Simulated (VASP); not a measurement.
Write the native input for VASP 6.6.1 that does the following.

```
Task                               : single point
Functional                         : r2SCANh
Potentials or basis                : VASP PAW PBE potentials, release 64 (Na_pv)
Cutoff                             : 520 eV
k mesh                             : 1 × 1 × 1
Occupations                        : fermi-dirac, width 0.01 eV
Spin                               : collinear spin
Starting moments                   : [0.999] μB
Dipole correction                  : no
Grid for exact exchange (PRECFOCK) : Normal
Further INCAR settings             : ALGO = Normal; EDIFF = 1e-07; NBANDS = 14; ISYM = 0
Share of exact exchange            : 0.1
```

The system is Na.

```
Na
1.0
    14.00000    0.00000    0.00000
     0.00000   14.40000    0.00000
     0.00000    0.00000   14.80000
Na
1
Direct
  0.50000 0.50000 0.50000
```

One way to write it, as run:

POSCAR

```
Na
1.0
   14.0000000000      0.0000000000      0.0000000000
    0.0000000000     14.4000000000      0.0000000000
    0.0000000000      0.0000000000     14.8000000000
Na
1
Direct
    0.5000000000      0.5000000000      0.5000000000
```

INCAR.step1

```
PREC = Accurate
ENCUT = 520
EDIFF = 1E-5
ISMEAR = -1
SIGMA = 0.01
LREAL = F
LASPH = T
NELM = 150
ALGO = Normal
ISIF = 2
LWAVE = T
LCHARG = F
ISPIN = 2
MAGMOM = 0.999
LORBIT = 11
GGA = PE
ISYM = 0
NBANDS = 14
```

INCAR.step2

```
PREC = Accurate
ENCUT = 520
EDIFF = 1E-7
ISMEAR = -1
SIGMA = 0.01
LREAL = F
LASPH = T
NELM = 150
ALGO = Normal
ISIF = 2
LWAVE = F
LCHARG = F
ISPIN = 2
MAGMOM = 0.999
LORBIT = 11
METAGGA = R2SCAN
LHFCALC = T
AEXX = 0.1
LMIXTAU = T
PRECFOCK = Normal
ISTART = 1
ISYM = 0
NBANDS = 14
```

KPOINTS

```
Automatic mesh
0
Gamma
  1 1 1
```

Potentials or basis: VASP PAW PBE potentials, release 64 (Na_pv).

Launch:

```sh
$ cat potpaw_PBE.64/Na_pv/POTCAR > POTCAR
$ cp INCAR.step1 INCAR
$ mpirun -np 1 vasp_gam > vasp.out
$ cp INCAR.step2 INCAR
$ mpirun -np 1 vasp_gam > vasp.out
```

It gave:

| Item | Value |
| --- | --- |
| Pressure | 0.0 GPa |
| Band gap on the k mesh | 1.59 eV |
| Net moment | 1.00 μB per cell |
| Site moments | Na +0.11 μB |
| Valence electrons inside the program's atomic spheres | Na 6.06 |

Caveat: the PAW data sets were made with another functional, which shifts forces and pressure a little.

It took 44 min on 1 thread of Intel(R) Xeon(R) Platinum 8488C (Sapphire Rapids) (shared host), peak memory 3.4 GiB.
